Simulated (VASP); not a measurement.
# Ga (I4/mmm) in VASP: notebook

Ga is run at these levels: PBEsol; tasks: single point.

All numbers are computed with VASP 6.6.1; they aren't measurements. Logs are shortened: lines on timing, memory, paths and dates and some standing lists are left out, and cuts for length are marked.

### Step 1. The cell of the first run

The structure is tetragonal, space group I4/mmm (No. 139). Conventional cell: a = 2.780 Å, b = 2.780 Å, c = 4.458 Å, α = 90.00°, β = 90.00°, γ = 90.00°. Ga (site symmetry 4/mmm) has 12 Ga at 2.78 to 2.97 Å within 3.7 Å.

### Step 2. Single point, PBEsol

INCAR

```
ALGO = Normal
EDIFF = 1E-6
ENCUT = 520
GGA = PS
ISIF = 2
ISMEAR = -1
LASPH = True
LCHARG = False
LREAL = False
LWAVE = False
NBANDS = 12
NELM = 100
PREC = Accurate
SIGMA = 0.1
```

KPOINTS

```
k-points
0
Gamma
  17 17 17
```

POSCAR

```
Ga
1.0
   -1.3899600000      1.3899600000      2.2290000000
    1.3899600000     -1.3899600000      2.2290000000
    1.3899600000      1.3899600000     -2.2290000000
Ga
1
Direct
    0.0000000000      0.0000000000      0.0000000000
```

Potentials or basis: VASP PAW PBE potentials, release 64 (Ga_d).

Run with:

```bash
> cat potpaw_PBE.64/Ga_d/POTCAR > POTCAR
> mpirun -np 1 vasp_std > vasp.out
```

OUTCAR:

```text
EDIFF = 1E-6
   ENCUT = 520
   GGA = PS
   ISIF = 2
   ISMEAR = -1
   LASPH = True
   LREAL = False
   NELM = 100
   PREC = Accurate

 ion  position               nearest neighbor table
   1  0.000  0.000  0.000-

  LATTYP: Found a body centered tetragonal cell.
 ALAT       =     2.7799200000
 C/A-ratio  =     1.6036432703

  Lattice vectors:

 A1 = (  -1.3899600000,   1.3899600000,   2.2290000000)
 A2 = (   1.3899600000,  -1.3899600000,   2.2290000000)
 A3 = (   1.3899600000,   1.3899600000,  -2.2290000000)

Analysis of symmetry for initial positions (statically):
=====================================================================
 Subroutine PRICEL returns:
 Original cell was already a primitive cell.

 Routine SETGRP: Setting up the symmetry group for a
 body centered tetragonal supercell.

 Subroutine GETGRP returns: Found 16 space group operations
 (whereof 16 operations were pure point group operations)
 out of a pool of 16 trial point group operations.

The static configuration has the point symmetry D_4h.

Analysis of symmetry for dynamics (positions and initial velocities):
=====================================================================
 Subroutine PRICEL returns:
 Original cell was already a primitive cell.

 Routine SETGRP: Setting up the symmetry group for a
 body centered tetragonal supercell.

 Subroutine GETGRP returns: Found 16 space group operations
 (whereof 16 operations were pure point group operations)
 out of a pool of 16 trial point group operations.

The dynamic configuration has the point symmetry D_4h.

 Subroutine INISYM returns: Found 16 space group operations
 (whereof 16 operations are pure point group operations),
 and found     1 'primitive' translations

----------------------------------------------------------------------------------------

                                     Primitive cell

  volume of cell :      17.2256

  direct lattice vectors                    reciprocal lattice vectors
    -1.389960000  1.389960000  2.229000000     0.000000000  0.359722582  0.224315837
     1.389960000 -1.389960000  2.229000000     0.359722582  0.000000000  0.224315837
     1.389960000  1.389960000 -2.229000000     0.359722582  0.359722582  0.000000000

  length of vectors
     2.971938526  2.971938526  2.971938526     0.423931516  0.423931516  0.508724554

  position of ions in fractional coordinates (direct lattice)
     0.000000000  0.000000000  0.000000000

  ion indices of the primitive-cell ions
   primitive index   ion index
                 1           1

----------------------------------------------------------------------------------------

 KPOINTS: k-points

Automatic generation of k-mesh.
 Grid dimensions read from file:
 generate k-points for:   17   17   17

 Generating k-lattice:

  Cartesian coordinates                     Fractional coordinates (reciprocal lattice)
     0.000000000  0.021160152  0.013195049     0.058823529  0.000000000 -0.000000000
     0.021160152  0.000000000  0.013195049     0.000000000  0.058823529 -0.000000000
     0.021160152  0.021160152  0.000000000     0.000000000  0.000000000  0.058823529

  Length of vectors
     0.024937148  0.024937148  0.029924974

  Shift w.r.t. Gamma in fractional coordinates (k-lattice)
     0.000000000  0.000000000  0.000000000

 Subroutine IBZKPT returns following result:
 ===========================================

 Found    405 irreducible k-points:

 Following reciprocal coordinates:
            Coordinates               Weight
  0.000000  0.000000  0.000000      1.000000
  0.058824  0.000000 -0.000000      8.000000
  0.117647 -0.000000  0.000000      8.000000
  0.176471 -0.000000  0.000000      8.000000
  0.235294 -0.000000  0.000000      8.000000
  0.294118 -0.000000  0.000000      8.000000
[... 16 lines left out ...]
 -0.176471  0.058824 -0.000000     16.000000
 -0.117647  0.058824 -0.000000     16.000000
 [... further k-points ...]
   k-points           NKPTS =    405   k-points in BZ     NKDIM =    405   number of bands    NBANDS=     12
   number of dos      NEDOS =    301   number of ions     NIONS =      1
   total plane-waves  NPLWV =  13824
   dimension x,y,z NGX =    24 NGY =   24 NGZ =   24
   dimension x,y,z NGXF=    48 NGYF=   48 NGZF=   48
   ions per type =               1
   NGX,Y,Z   is equivalent  to a cutoff of  13.43, 13.43, 13.43 a.u.
   NGXF,Y,Z  is equivalent  to a cutoff of  26.85, 26.85, 26.85 a.u.
 SYSTEM =  unknown system
   PREC   = accura    normal or accurate (medium, high low for compatibility)
   ISTART =      0    job   : 0-new  1-cont  2-samecut
   ICHARG =      2    charge: 1-file 2-atom 10-const
   ISPIN  =      1    spin polarized calculation?
   LNONCOLLINEAR =      F non collinear calculations
   LSORBIT =      F    spin-orbit coupling
   LASPH  =      T    aspherical Exc in radial PAW
   ENCUT  =  520.0 eV  38.22 Ry    6.18 a.u.   5.53  5.53  5.53*2*pi/ulx,y,z
   NELM   =    100;   NELMIN=  2; NELMDL= -5     # of ELM steps
   EDIFF  = 0.1E-05   stopping-criterion for ELM
   LREAL  =      F    real-space projection
   EDIFFG = 0.1E-04   stopping-criterion for IOM
   NSW    =      0    number of steps for IOM
   IBRION =     -1    ionic relax: 0-MD 1-quasi-New 2-CG
   NFREE  =      0    steps in history (QN), initial steepest desc. (CG)
   ISIF   =      2    stress and relaxation
   ISYM   =      2    0-nonsym 1-usesym 2-fastsym
   POTIM  = 0.5000    time-step for ionic-motion
   TEBEG  =    0.0;   TEEND  =   0.0 temperature during run
   PSTRESS=    0.0 pullay stress
   NELECT =      13.0000    total number of electrons
   NUPDOWN=      -1.0000    fix difference up-down
   EMIN   =  10.00;   EMAX   =-10.00  energy-range for DOS
   EFERMI =   0.00;   METHOD = LEGACY
   ISMEAR =    -1;   SIGMA  =   0.10  broadening in eV -4-tet -1-fermi 0-gaus
   EFERMI_NEDOS =   21; number of points for ismear=-14 and -15
   IALGO  =     38    algorithm
   IMIX   =      4    mixing-type and parameters
     AMIX     =   0.40;   BMIX     =  1.00
     AMIX_MAG =   1.60;   BMIX_MAG =  1.00
  volume/ion in A,a.u.               =      17.23       116.24
  Fermi-wavevector in a.u.,A,eV,Ry     =   1.490497  2.816631 30.226442  2.221581
  Thomas-Fermi vector in A             =   2.603271
   LORBIT       =      0    0 simple, 1 ext, 2 COOP (PROOUT), +10 PAW based schemes
   GGA     = PS    functional components
   LHFCALC =     F    Hartree Fock is set to
   AEXX    =    0.0000 exact exchange contribution
   IVDW    =     0    specifies the selected vdW correction
   LEPSILON=     F    determine dielectric tensor
   LRPA    =     F    only Hartree local field effects (RPA)
 non-spin polarized calculation
  energy-cutoff  :      520.00
  volume of cell :       17.23
 maximum number of plane-waves:       476
 NGX is ok and might be reduce to    24
   NGX = 11   NGY = 11   NGZ = 11

 number of electron      13.0000002 magnetization

 Free energy of the ion-electron system (eV)
  ---------------------------------------------------
  ext. energy  EPLUGINS =         0.00000000
  ---------------------------------------------------
  free energy    TOTEN  =        -3.33973662 eV

  energy without entropy =       -3.32867520  energy(sigma->0) =       -3.33420591

 E-fermi :   6.3028     XC(G=0): -11.6142

 val. band max:        6.2990331766   @ k =  -0.1765   0.2941   0.1765
 cond. band min:       6.3068015570   @ k =  -0.4118   0.4706   0.1176
 fundamental gap:      0.0077683804
 Fermi energy:         6.3027783078

 k-point     1 :       0.0000    0.0000    0.0000
  band No.  band energies     occupation
      1      -8.7567      2.00000
      2      -8.6025      2.00000
      3      -8.6025      2.00000
      4      -8.5892      2.00000
      5      -8.4299      2.00000
      6      -5.4967      2.00000
      7      19.5331      0.00000
      8      19.5331      0.00000
      9      19.5528      0.00000
     10      22.8670      0.00000
     11      22.9450      0.00000
     12      23.6275      0.00000

 k-point     2 :       0.0588    0.0000   -0.0000
  band No.  band energies     occupation
      1      -8.7509      2.00000
      2      -8.6050      2.00000
      3      -8.5980      2.00000
      4      -8.5870      2.00000
      5      -8.4328      2.00000
      6      -5.4012      2.00000
      7      18.2708      0.00000
      8      19.1903      0.00000
      9      19.4130      0.00000
     10      22.0177      0.00000
     11      23.4347      0.00000
     12      23.9118      0.00000

 k-point     3 :       0.1176   -0.0000    0.0000
  band No.  band energies     occupation
      1      -8.7372      2.00000
      2      -8.6159      2.00000
      3      -8.5859      2.00000
      4      -8.5754      2.00000
      5      -8.4405      2.00000
      6      -5.1128      2.00000
      7      15.8536      0.00000
      8      18.4120      0.00000
      9      19.1408      0.00000
     10      21.6251      0.00000
     11      23.0016      0.00000
     12      24.6654      0.00000
[... 286 lines left out ...]
 k-point    23 :      -0.1765    0.0588   -0.0000
  band No.  band energies     occupation
      1      -8.7075      2.00000
      2      -8.6352      2.00000
      3      -8.5784      2.00000
      4      -8.5519      2.00000
      5      -8.4581      2.00000
      6      -4.6952      2.00000
      7      14.0715      0.00000
      8      16.9712      0.00000
      9      18.6807      0.00000
     10      21.3016      0.00000
     11      23.5635      0.00000
     12      24.9001      0.00000

 k-point    24 :      -0.1176    0.0588   -0.0000
  band No.  band energies     occupation
      1      -8.7243      2.00000
      2      -8.6202      2.00000
      3      -8.5899      2.00000
      4      -8.5738      2.00000
      5      -8.4467      2.00000
      6      -5.1252      2.00000
      7      16.5713      0.00000
      8      17.8133      0.00000
      9      18.9689      0.00000
     10      20.9633      0.00000
     11      24.1982      0.00000
     12      24.8295      0.00000

 [... further k-points ...]
[... 5 lines left out ...]
  --------------------------------------------------------------------------------------
  -------------------------------------------------------------------------------------
  Total        0.2157235      0.2157235      0.1780589      0.0000000     -0.0000000      0.0000000
  in kB       20.0647334     20.0647334     16.5615014      0.0000000     -0.0000000      0.0000000
  external PRESSURE =      18.8969894 kB  Pullay stress =       0.0000000 kB

 VOLUME and BASIS-vectors are now :
 -----------------------------------------------------------------------------
  energy-cutoff  :      520.00
  volume of cell :       17.23
      direct lattice vectors                 reciprocal lattice vectors
    -1.389960000  1.389960000  2.229000000     0.000000000  0.359722582  0.224315837
     1.389960000 -1.389960000  2.229000000     0.359722582  0.000000000  0.224315837
     1.389960000  1.389960000 -2.229000000     0.359722582  0.359722582  0.000000000

 POSITION                                       TOTAL-FORCE (eV/Angst)
 -----------------------------------------------------------------------------------
      0.00000      0.00000      0.00000        -0.000000      0.000000      0.000000
 -----------------------------------------------------------------------------------
    total drift:                               -0.000000      0.000000      0.000000

  FREE ENERGIE OF THE ION-ELECTRON SYSTEM (eV)
  ---------------------------------------------------
  free  energy   TOTEN  =        -3.3397366212 eV

  energy  without entropy=       -3.3286751978  energy(sigma->0) =       -3.33420591
```

It took 89 s on 1 thread of Intel Xeon 8259CL, shared host; peak memory 0.21 GiB.

What came out:

```
Free energy            : -3.3397 eV
Pressure               : 1.9 GPa
Band gap on the k mesh : zero (an odd number of electrons rules out a gap without spin polarisation)
```

Caveat: the PAW data sets were made with another functional, which shifts forces and pressure a little.

### Step 3. Single point, PBEsol

This run uses another cell than the first one, of 17.34 Å³/atom.

INCAR

```
SYSTEM = Ga
PREC = Accurate
ENCUT = 520
EDIFF = 1E-6
ISMEAR = -1
SIGMA = 0.1
LREAL = .False.
LASPH = .True.
NELM = 80
ALGO = Normal
ISIF = 2
LWAVE = .False.
LCHARG = .False.
GGA = PS
NBANDS = 12
```

KPOINTS

```
Automatic mesh
0
Gamma
  17 17 17
  0 0 0
```

POSCAR

```
Ga
1.0
   -1.3946400000      1.3946400000      2.2290000000
    1.3946400000     -1.3946400000      2.2290000000
    1.3946400000      1.3946400000     -2.2290000000
Ga
1
Direct
    0.0000000000      0.0000000000      0.0000000000
```

Potentials or basis: VASP PAW PBE potentials, release 64 (Ga_d).

Run with:

```bash
> cat potpaw_PBE.64/Ga_d/POTCAR > POTCAR
> mpirun -np 1 vasp_std > vasp.out
```

It took 85 s on 1 thread of Intel Xeon 8259CL, shared host; peak memory 0.2 GiB.

The run converged. Its results:

| Property | Result |
| --- | --- |
| Free energy | -3.3410 eV |
| Pressure | 1.4 GPa |
| Band gap on the k mesh | zero (an odd number of electrons rules out a gap without spin polarisation) |

Stress tensor (GPa, compression positive):
```
1.48 0.00 0.00
0.00 1.48 0.00
0.00 0.00 1.32
```

Levels at points of the mesh, in eV from the Fermi level:
| k point | band 2 | band 3 | band 4 | band 5 | band 6 | band 7 | band 8 | band 9 | band 10 | band 11 |
| --- | --- | --- | --- | --- | --- | --- | --- | --- | --- | --- |
| (0.00, 0.00, 0.00) | -14.90 | -14.90 | -14.88 | -14.73 | -11.74 | 13.15 | 13.15 | 13.18 | 16.51 | 16.58 |

Caveat: the PAW data sets were made with another functional, which shifts forces and pressure a little.

### Step 4. Single point, PBEsol

This run uses another cell than the first one, of 17.46 Å³/atom.

INCAR

```
PREC = Accurate
ENCUT = 520
EDIFF = 1E-6
ISMEAR = -1
SIGMA = 0.1
LREAL = False
LASPH = True
NELM = 80
ALGO = Normal
ISIF = 2
LWAVE = False
LCHARG = False
GGA = PS
NBANDS = 12
```

KPOINTS

```
regular mesh
0
Gamma
  17 17 17
```

POSCAR

```
Ga
1.0
   -1.3993200000      1.3993200000      2.2290000000
    1.3993200000     -1.3993200000      2.2290000000
    1.3993200000      1.3993200000     -2.2290000000
Ga
1
Direct
    0.0000000000      0.0000000000      0.0000000000
```

Run with:

```bash
> cat potpaw_PBE.64/Ga_d/POTCAR > POTCAR
> mpirun -np 1 vasp_std > vasp.out
```

Wall time 86 s (1 thread of Intel Xeon 8259CL, shared host); peak memory 0.2 GiB.

It converged, with:

```
Free energy            : -3.3420 eV
Pressure               : 1.0 GPa
Band gap on the k mesh : zero (an odd number of electrons rules out a gap without spin polarisation)
```

Levels at points of the mesh, in eV from the Fermi level:
| k point | band 3 | band 4 | band 5 | band 6 | band 7 | band 8 | band 9 | band 10 |
| --- | --- | --- | --- | --- | --- | --- | --- | --- |
| (0.00, 0.00, 0.00) | -14.89 | -14.87 | -14.73 | -11.69 | 13.07 | 13.07 | 13.10 | 16.46 |

Caveat: the PAW data sets were made with another functional, which shifts forces and pressure a little.

### Step 5. Single point, PBEsol

This run uses another cell than the first one, of 17.58 Å³/atom.

INCAR

```
SYSTEM = Ga
PREC     = Accurate       ! precision mode
ENCUT    = 520            ! plane-wave cutoff, eV
EDIFF    = 1E-7           ! SCF threshold, eV
ISMEAR   = -1             ! smearing method
SIGMA    = 0.1            ! smearing width, eV
LREAL    = .False.        ! projectors in reciprocal space
LASPH    = .True.         ! aspherical terms in the spheres
NELM     = 80             ! most SCF steps
ALGO     = Normal         ! electronic algorithm
ISIF     = 2              ! what is computed and relaxed
LWAVE    = .False.        ! write WAVECAR
LCHARG   = .False.        ! write CHGCAR
GGA      = PS             ! functional
NBANDS   = 12             ! bands
```

KPOINTS

```
regular mesh
0
Gamma
  17 17 17
  0 0 0
```

POSCAR

```
Ga
1.0
   -1.4040000000      1.4040000000      2.2290000000
    1.4040000000     -1.4040000000      2.2290000000
    1.4040000000      1.4040000000     -2.2290000000
Ga
1
Direct
    0.0000000000      0.0000000000      0.0000000000
```

Run with:

```bash
> cat potpaw_PBE.64/Ga_d/POTCAR > POTCAR
> mpirun -np 1 vasp_std > vasp.out
```

Wall time 94 s (1 thread of Intel Xeon 8259CL, shared host); peak memory 0.2 GiB.

It converged, with:

```yaml
Free_energy: -3.3425 eV
Pressure: 0.6 GPa
Band_gap_on_the_k_mesh: zero (an odd number of electrons rules out a gap without spin polarisation)
```

Stress tensor (GPa, compression positive):
```
0.51 0.00 0.00
0.00 0.51 0.00
0.00 0.00 0.72
```

Levels at points of the mesh, in eV from the Fermi level:
| k point | band 3 | band 4 | band 5 | band 6 | band 7 | band 8 | band 9 | band 10 |
| --- | --- | --- | --- | --- | --- | --- | --- | --- |
| (0.00, 0.00, 0.00) | -14.89 | -14.87 | -14.73 | -11.64 | 12.98 | 12.98 | 13.03 | 16.41 |

Caveat: the PAW data sets were made with another functional, which shifts forces and pressure a little.

### Step 6. Single point, PBEsol

This run uses another cell than the first one, of 17.69 Å³/atom.

INCAR

```
SYSTEM = Ga
  PREC = Accurate
  ENCUT = 520
  EDIFF = 1E-6
  ISMEAR = -1
  SIGMA = 0.1
  LREAL = .FALSE.
  LASPH = .TRUE.
  NELM = 100
  ALGO = Normal
  ISIF = 2
  LWAVE = .FALSE.
  LCHARG = .TRUE.
  GGA = PS
  LELF = .TRUE.
  LVHAR = .TRUE.
  NBANDS = 12
```

KPOINTS

```
Automatic mesh
0
G
  17 17 17
  0 0 0
```

POSCAR

```
Ga
1.0
   -1.4086800000      1.4086800000      2.2290000000
    1.4086800000     -1.4086800000      2.2290000000
    1.4086800000      1.4086800000     -2.2290000000
Ga
1
Direct
    0.0000000000      0.0000000000      0.0000000000
```

Potentials or basis: VASP PAW PBE potentials, release 64 (Ga_d).

Run with:

```bash
> cat potpaw_PBE.64/Ga_d/POTCAR > POTCAR
> mpirun -np 1 vasp_std > vasp.out
```

It took 80 s on 1 thread of Intel Xeon 8259CL, shared host; peak memory 0.21 GiB.

Results (log left out):

```
Free energy            : -3.3427 eV
Pressure               : 0.1 GPa
Band gap on the k mesh : zero (an odd number of electrons rules out a gap without spin polarisation)
```

Stress tensor (GPa, compression positive):
```
0.01 0.00 0.00
0.00 0.01 0.00
0.00 0.00 0.40
```

Levels at points of the mesh, in eV from the Fermi level:
```csv
k point,band 2,band 3,band 4,band 5,band 6,band 7,band 8,band 9,band 10,band 11
"(0.00, 0.00, 0.00)",-14.88,-14.88,-14.86,-14.72,-11.58,12.90,12.90,12.95,16.36,16.39
```

Caveat: the PAW data sets were made with another functional, which shifts forces and pressure a little.

### Step 7. The runs side by side

```csv
cell,gap on the mesh (eV),pressure (GPa)
"a = 2.972 Å, angles 124.2, 124.2, 82.8°, 1 atom",none,1.9
"a = 2.976 Å, angles 124.1, 124.1, 83.0°, 1 atom",none,1.4
"a = 2.981 Å, angles 124.0, 124.0, 83.2°, 1 atom",none,1.0
"a = 2.985 Å, angles 123.9, 123.9, 83.4°, 1 atom",none,0.6
"a = 2.990 Å, angles 123.8, 123.8, 83.6°, 1 atom",none,0.1
```

Alike in all rows: task single point; level PBEsol; potentials or basis VASP PAW PBE potentials, release 64 (Ga_d); no spin polarisation; k mesh 17 × 17 × 17; cutoff (eV) 520; smearing fermi-dirac 0.1 eV.

Caveats: the PAW data sets were made with another functional, which shifts forces and pressure a little.

Absolute energies hang on the potentials; compare differences alone.
